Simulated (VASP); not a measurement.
Here is a VASP 6.6.1 calculation.

File INCAR:

```
SYSTEM = KBr
PREC = Accurate
ENCUT = 520
EDIFF = 1E-6
ISMEAR = 0
SIGMA = 0.05
LREAL = .False.
LASPH = .True.
NELM = 100
ALGO = Normal
ISIF = 2
LWAVE = .False.
LCHARG = .False.
GGA = PE
NBANDS = 15
```

KPOINTS

```
Automatic mesh
0
Gamma
  6 6 6
  0 0 0
```

Contents of POSCAR:

```
KBr
1.0
    0.0000000000      3.1608000000      3.0291000000
    3.1608000000      0.0000000000      3.0291000000
    3.1608000000      3.1608000000      0.0000000000
K Br
1 1
Direct
    0.0000000000      0.0000000000      0.0000000000
    0.5000000000      0.5000000000      0.5000000000
```

Potentials or basis: VASP PAW PBE potentials, release 64 (K_sv, Br).

Run with:

```console
$ cat potpaw_PBE.64/K_sv/POTCAR potpaw_PBE.64/Br/POTCAR > POTCAR
$ mpirun -np 1 vasp_std > vasp.out
```

Question: Predict the pressure.

Answer: 5.3 GPa.

Question: Predict the band gap on the k mesh.

Answer: 4.89 eV, direct.

Stress tensor (GPa, compression positive):
```
4.13 0.00 0.00
0.00 4.13 0.00
0.00 0.00 7.55
```

Caveat: the cell differs from its parent crystal (strain -0.040 along x and y, -0.080 along z).
